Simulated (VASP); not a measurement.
# Si6SnO16 (a cell with a defect) in VASP: notebook

The runs below take Si6SnO16 (a cell with a defect) through single point, with PBE.

All numbers are computed with VASP 6.6.1; they aren't measurements. Logs are shortened: lines on timing, memory, paths and dates and some standing lists are left out, and cuts for length are marked.

### Step 1. The cell of the first run

The cell holds a defect, 23 atoms: a = 5.910 Å, b = 5.910 Å, c = 5.330 Å, α = 90.00°, β = 90.00°, γ = 90.00°.

### Step 2. Single point, PBE

INCAR

```
  ALGO = Normal
  EDIFF = 1E-6
  ENCUT = 520
  GGA = PE
  ISIF = 2
  ISMEAR = 0
  LASPH = True
  LCHARG = False
  LREAL = Auto
  LWAVE = False
  NBANDS = 84
  NELM = 60
  PREC = Accurate
  SIGMA = 0.05
```

KPOINTS

```
k-points
0
Gamma
  2 2 2
```

POSCAR

```
Si6SnO16
1.0
   -4.1790000000     -4.1790000000      0.0000000000
    4.1790000000     -4.1790000000      0.0000000000
    0.0000000000      0.0000000000      5.3298000000
Si O Sn
6 16 1
Direct
    0.4918129935      0.5261020579      0.0024666967
   -0.0034345537      0.4962388131      0.2541607565
    0.4954131371      0.5120903326      0.5099200720
   -0.0051231156      0.4930264417      0.7534048182
    0.0154641062     -0.0086296961     -0.0039498668
   -0.0047698014      0.0000806413      0.5042958460
    0.1875601819      0.5036834171      0.0033620399
   -0.0050654463      0.1926112706      0.2419436001
    0.8021143814      0.5005099306      0.0052932568
    0.0097013640      0.7983998564      0.2602917558
    0.1892260110      0.4902346255      0.5043935983
   -0.0042718354      0.1953567839      0.7562636497
    0.8020400814      0.4943315386      0.5026134189
    0.0099504666      0.7913907633      0.7347472701
    0.7458461354     -0.0648602536     -0.0322274757
    0.4939286911      0.6994548935      0.2609011595
    0.2877300790     -0.0213692271     -0.0386545461
    0.4880703518      0.3420119646      0.2511522008
    0.7132614262      0.0083418282      0.5090372997
    0.4961712132      0.6983231634      0.7494532628
    0.2802251735      0.0080533620      0.5004409171
    0.4960831539      0.3253080881      0.7611570791
    0.5215780091      0.0282628619      0.2038190926
```

Potentials or basis: VASP PAW PBE potentials, release 64 (Si, O, Sn_d).

Command:

```sh
> cat potpaw_PBE.64/Si/POTCAR potpaw_PBE.64/O/POTCAR potpaw_PBE.64/Sn_d/POTCAR > POTCAR
> mpirun -np 1 vasp_std > vasp.out
```

OUTCAR:

```text
EDIFF = 1E-6
   ENCUT = 520
   GGA = PE
   ISIF = 2
   ISMEAR = 0
   LASPH = True
   LREAL = Auto
   NELM = 60
   PREC = Accurate

 ion  position               nearest neighbor table
   1  0.492  0.526  0.002-  20 1.69  18 1.71  16 1.72  22 1.75   7 1.80   9 1.84   3 2.63   3 2.71
                            23 3.14  23 3.16
   2  0.997  0.496  0.254-   7 1.75  13 1.75  11 1.75   9 1.76  10 1.79   8 1.80   4 2.66   4 2.67

   3  0.495  0.512  0.510-  20 1.69  18 1.71  16 1.73  22 1.74  11 1.81  13 1.82   1 2.63   1 2.71
                            23 3.30
   4  0.995  0.493  0.753-   7 1.75  11 1.76  13 1.76  12 1.76   9 1.76  14 1.77   2 2.66   2 2.67
[... 7 lines left out ...]
   9  0.802  0.501  0.005-   2 1.76   4 1.76   1 1.84
  10  0.010  0.798  0.260-   6 1.77   2 1.79   5 1.81
  11  0.189  0.490  0.504-   2 1.75   4 1.76   3 1.81
  12  0.996  0.195  0.756-   4 1.76   5 1.76   6 1.77
  13  0.802  0.494  0.503-   2 1.75   4 1.76   3 1.82
  14  0.010  0.791  0.735-   6 1.74   4 1.77   5 1.83
  15  0.746  0.935  0.968-   5 1.63  23 1.91
  16  0.494  0.699  0.261-   1 1.72   3 1.73  23 1.97
  17  0.288  0.979  0.961-   5 1.62  23 1.91
  18  0.488  0.342  0.251-   3 1.71   1 1.71  23 1.88
  19  0.713  0.008  0.509-   6 1.67  23 1.99
  20  0.496  0.698  0.749-   3 1.69   1 1.69
  21  0.280  0.008  0.500-   6 1.69  23 2.13
  22  0.496  0.325  0.761-   3 1.74   1 1.75
  23  0.522  0.028  0.204-  18 1.88  15 1.91  17 1.91  16 1.97  19 1.99  21 2.13   5 3.13   1 3.14
                             1 3.16   5 3.20   6 3.23   3 3.30

  LATTYP: Found a simple tetragonal cell.
 ALAT       =     5.9099984772
 C/A-ratio  =     0.9018276435

  Lattice vectors:

 A1 = (  -4.1790000000,  -4.1790000000,   0.0000000000)
 A2 = (   4.1790000000,  -4.1790000000,   0.0000000000)
 A3 = (   0.0000000000,   0.0000000000,   5.3298000000)

Analysis of symmetry for initial positions (statically):
=====================================================================
 Subroutine PRICEL returns:
 Original cell was already a primitive cell.

 Routine SETGRP: Setting up the symmetry group for a
 simple tetragonal supercell.

 Subroutine GETGRP returns: Found  1 space group operations
 (whereof  1 operations were pure point group operations)
 out of a pool of 16 trial point group operations.

The static configuration has the point symmetry C_1 .

Analysis of symmetry for dynamics (positions and initial velocities):
=====================================================================
 Subroutine PRICEL returns:
 Original cell was already a primitive cell.

 Routine SETGRP: Setting up the symmetry group for a
[... 138 lines left out ...]
   ISYM   =      2    0-nonsym 1-usesym 2-fastsym
   POTIM  = 0.5000    time-step for ionic-motion
   TEBEG  =    0.0;   TEEND  =   0.0 temperature during run
   PSTRESS=    0.0 pullay stress
   NELECT =     134.0000    total number of electrons
   NUPDOWN=      -1.0000    fix difference up-down
   EMIN   =  10.00;   EMAX   =-10.00  energy-range for DOS
   EFERMI =   0.00;   METHOD = LEGACY
   ISMEAR =     0;   SIGMA  =   0.05  broadening in eV -4-tet -1-fermi 0-gaus
   EFERMI_NEDOS =   21; number of points for ismear=-14 and -15
   IALGO  =     38    algorithm
   IMIX   =      4    mixing-type and parameters
     AMIX     =   0.40;   BMIX     =  1.00
     AMIX_MAG =   1.60;   BMIX_MAG =  1.00
  volume/ion in A,a.u.               =       8.09        54.62
  Fermi-wavevector in a.u.,A,eV,Ry     =   1.467173  2.772554 29.287840  2.152595
  Thomas-Fermi vector in A             =   2.582822
   LORBIT       =      0    0 simple, 1 ext, 2 COOP (PROOUT), +10 PAW based schemes
   GGA     = PE    functional components
   LHFCALC =     F    Hartree Fock is set to
   AEXX    =    0.0000 exact exchange contribution
   IVDW    =     0    specifies the selected vdW correction
   LEPSILON=     F    determine dielectric tensor
   LRPA    =     F    only Hartree local field effects (RPA)
 non-spin polarized calculation
 Gauss-broadening in eV      SIGMA  =   0.05
  energy-cutoff  :      520.00
  volume of cell :      186.16
 maximum number of plane-waves:      5032
 NGX is ok and might be reduce to    48
   NGX = 21   NGY = 21   NGZ = 19

 number of electron     133.9999988 magnetization

 Free energy of the ion-electron system (eV)
  ---------------------------------------------------
  ext. energy  EPLUGINS =         0.00000000
  ---------------------------------------------------
  free energy    TOTEN  =      -157.29130746 eV

  energy without entropy =     -157.26788575  energy(sigma->0) =     -157.27959660

 E-fermi :   7.0670     XC(G=0): -12.1786

 val. band max:        7.0664017974   @ k =   0.5000   0.5000   0.5000
 cond. band min:       7.0672683858   @ k =   0.0000   0.0000   0.5000
 fundamental gap:      0.0008665884
 Fermi energy:         7.0669953169

 k-point     1 :       0.0000    0.0000    0.0000
  band No.  band energies     occupation
      1     -15.0726      2.00000
      2     -14.3276      2.00000
      3     -13.5121      2.00000
      4     -12.9196      2.00000
      5     -12.7410      2.00000
      6     -12.5405      2.00000
[... 645 lines left out ...]
     78      18.0569      0.00000
     79      18.2025      0.00000
 [bands above 79 left out]

------------------------ aborting loop because EDIFF is reached ----------------------------------------

  FORCE on cell =-STRESS in cart. coord.  units (eV):
  Direction    XX          YY          ZZ          XY          YZ          ZX
  --------------------------------------------------------------------------------------
  -------------------------------------------------------------------------------------
  Total       41.7783835     38.7775437     30.5445528     -1.3825693     -2.2133396      0.5284707
  in kB      359.5642990    333.7376688    262.8807003    -11.8990375    -19.0490351      4.5482659
  external PRESSURE =     318.7275560 kB  Pullay stress =       0.0000000 kB

 VOLUME and BASIS-vectors are now :
 -----------------------------------------------------------------------------
  energy-cutoff  :      520.00
  volume of cell :      186.16
      direct lattice vectors                 reciprocal lattice vectors
    -4.179000000 -4.179000000  0.000000000    -0.119645848 -0.119645848  0.000000000
     4.179000000 -4.179000000  0.000000000     0.119645848 -0.119645848  0.000000000
     0.000000000  0.000000000  5.329800000     0.000000000  0.000000000  0.187624301

 POSITION                                       TOTAL-FORCE (eV/Angst)
 -----------------------------------------------------------------------------------
      0.14329     -4.25387      0.01315        -0.429098      0.266893     -0.015752
     -2.09087     -6.23843      1.35463         0.024261     -0.036336     -0.091313
      0.06969     -4.21036      2.71777        -0.077949      0.134962     -0.163282
     -2.09723     -6.21795      4.01550         0.041599     -0.058652     -0.061736
      4.07831     -4.20756      5.30875         0.114704      0.082504     -0.201265
     -4.15873     -4.15940      2.68780        -0.127137     -0.190730     -0.047227
[... 15 lines left out ...]
     -0.71367     -3.43259      4.05682        -0.077255     -0.020102     -0.265218
     -2.06156     -2.29778      1.08631        -0.364358      1.179648      2.041068
 -----------------------------------------------------------------------------------
    total drift:                               -0.005426      0.009519      0.012636

  FREE ENERGIE OF THE ION-ELECTRON SYSTEM (eV)
  ---------------------------------------------------
  free  energy   TOTEN  =      -157.2913074559 eV

  energy  without entropy=     -157.2678857522  energy(sigma->0) =     -157.27959660
```

OSZICAR:

```text
N       E                     dE             d eps       ncg     rms          rms(c)
DAV:   1     0.151860776026E+04    0.15186E+04   -0.67943E+04  1368   0.184E+03
DAV:   2     0.166083009477E+02   -0.15020E+04   -0.14270E+04  1560   0.514E+02
DAV:   3    -0.163954881890E+03   -0.18056E+03   -0.17499E+03  1440   0.172E+02
[... 12 lines left out ...]
DAV:  16    -0.157292539242E+03    0.28180E-02   -0.43983E-02  1720   0.498E-01    0.530E-01
DAV:  17    -0.157291299948E+03    0.12393E-02   -0.61032E-03  1696   0.269E-01    0.123E-01
DAV:  18    -0.157291474749E+03   -0.17480E-03   -0.14357E-03  1568   0.123E-01    0.193E-01
DAV:  19    -0.157291299149E+03    0.17560E-03   -0.97617E-04  1688   0.777E-02    0.327E-02
DAV:  20    -0.157291307524E+03   -0.83754E-05   -0.55587E-05  1504   0.305E-02    0.174E-02
DAV:  21    -0.157291307456E+03    0.68294E-07   -0.84299E-06  1592   0.130E-02
   1 F= -.15729131E+03 E0= -.15727960E+03  d E =-.234217E-01
```

It took 2.5 min on 1 thread of AMD EPYC 9R45 (Zen 5), shared host; peak memory 0.3 GiB.

What came out:

* Free energy: -157.2913 eV
* Pressure: 31.9 GPa
* Largest force: 2.385 eV/Å
* Band gap on the k mesh: zero (bands 67 and 68 overlap by 0.19 eV)

Forces in eV/Å, atoms in the order of the input:
```
Si  -0.429  0.267 -0.016
Si   0.024 -0.036 -0.091
Si  -0.078  0.135 -0.163
Si   0.042 -0.059 -0.062
Si   0.115  0.083 -0.201
Si  -0.127 -0.191 -0.047
O   -0.054 -0.031 -0.072
O   -0.011 -0.071 -0.030
O    0.095 -0.112 -0.085
O    0.121 -0.039 -0.286
O    0.067 -0.094 -0.094
O    0.015 -0.179 -0.161
O    0.090 -0.088 -0.079
O    0.064 -0.039  0.083
O    1.058 -0.328 -0.286
O   -0.222  0.360 -0.109
O    0.329 -0.545 -0.480
O   -0.266  0.006 -0.120
O   -0.259 -0.130  0.462
O   -0.082  0.113  0.102
O   -0.049 -0.181 -0.039
O   -0.077 -0.020 -0.265
Sn  -0.364  1.180  2.041
```

Levels at points of the mesh, in eV from the Fermi level:
| k point | band 62 | band 63 | band 64 | band 65 | band 66 | band 67 | band 68 | band 69 | band 70 | band 71 |
| --- | --- | --- | --- | --- | --- | --- | --- | --- | --- | --- |
| (0.00, 0.00, 0.00) | -0.77 | -0.55 | -0.44 | -0.27 | -0.09 | 0.01 | 0.18 | 0.64 | 5.86 | 7.35 |
| (0.50, 0.00, 0.00) | -0.79 | -0.72 | -0.57 | -0.49 | -0.40 | -0.25 | 0.30 | 0.36 | 6.37 | 7.43 |
| (0.00, 0.50, 0.00) | -0.73 | -0.68 | -0.55 | -0.23 | -0.18 | -0.06 | -0.02 | 0.14 | 6.80 | 7.51 |
| (0.50, 0.50, 0.00) | -0.64 | -0.47 | -0.39 | -0.21 | -0.19 | 0.06 | 0.15 | 0.31 | 6.94 | 8.32 |
| (0.00, 0.00, 0.50) | -0.92 | -0.60 | -0.56 | -0.31 | -0.22 | 0.00 | 0.05 | 0.13 | 6.59 | 8.52 |
| (0.50, 0.00, 0.50) | -0.65 | -0.58 | -0.57 | -0.48 | -0.22 | -0.18 | -0.04 | 0.18 | 6.55 | 8.44 |
| (0.00, 0.50, 0.50) | -0.61 | -0.43 | -0.32 | -0.27 | -0.02 | 0.03 | 0.16 | 0.24 | 7.09 | 9.20 |
| (0.50, 0.50, 0.50) | -0.62 | -0.54 | -0.47 | -0.38 | -0.34 | -0.20 | -0.13 | 0.00 | 7.18 | 9.53 |

Caveat: the k points lie up to 0.59 Å⁻¹ apart; spin-orbit coupling is left out, which moves the levels of the heavy elements.

(Continued in part 2 of 2.)
